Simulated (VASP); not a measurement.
Input of a VASP 6.6.1 run:

POSCAR

```
SrO
1.0
    0.0000000000      2.4508977102      2.6570480877
    2.4508977102      0.0000000000      2.6570480877
    2.4508977102      2.4508977102      0.0000000000
Sr O
1 1
Direct
    0.0000000000      0.0000000000      0.0000000000
    0.5000000000      0.5000000000      0.5000000000
```

Contents of INCAR.step1:

```
  PREC = Accurate
  ENCUT = 520
  EDIFF = 1E-5
  ISMEAR = 0
  SIGMA = 0.01
  LREAL = F
  LASPH = T
  NELM = 60
  ALGO = Normal
  ISIF = 2
  LWAVE = T
  LCHARG = F
  GGA = PE
  NBANDS = 15
```

The input INCAR.step2:

```
  PREC = Accurate
  ENCUT = 520
  EDIFF = 1E-6
  ISMEAR = 0
  SIGMA = 0.01
  LREAL = F
  LASPH = T
  NELM = 60
  ALGO = Normal
  ISIF = 2
  LWAVE = F
  LCHARG = F
  GGA = PE
  LHFCALC = T
  HFSCREEN = 0.2079
  PRECFOCK = Normal
  ISTART = 1
  NBANDS = 15
```

File KPOINTS:

```
regular mesh
0
Gamma
  6 6 6
```

Potentials or basis: VASP PAW PBE potentials, release 64 (Sr_sv, O).

Launch:

```bash
$ cat potpaw_PBE.64/Sr_sv/POTCAR potpaw_PBE.64/O/POTCAR > POTCAR
$ cp INCAR.step1 INCAR
$ mpirun -np 1 vasp_std > vasp.out
$ cp INCAR.step2 INCAR
$ mpirun -np 1 vasp_std > vasp.out
```

(1) Estimate the pressure.

(2) What does it give for the band gap on the k mesh?

Answers

(1) 9.9 GPa.

(2) 4.54 eV.

Caveat: the cell differs from its parent crystal (epitaxial xy strain -5.0%); the stress differs along the axes, from 1 to 15 GPa; the PAW data sets were made with another functional, which shifts forces and pressure a little.
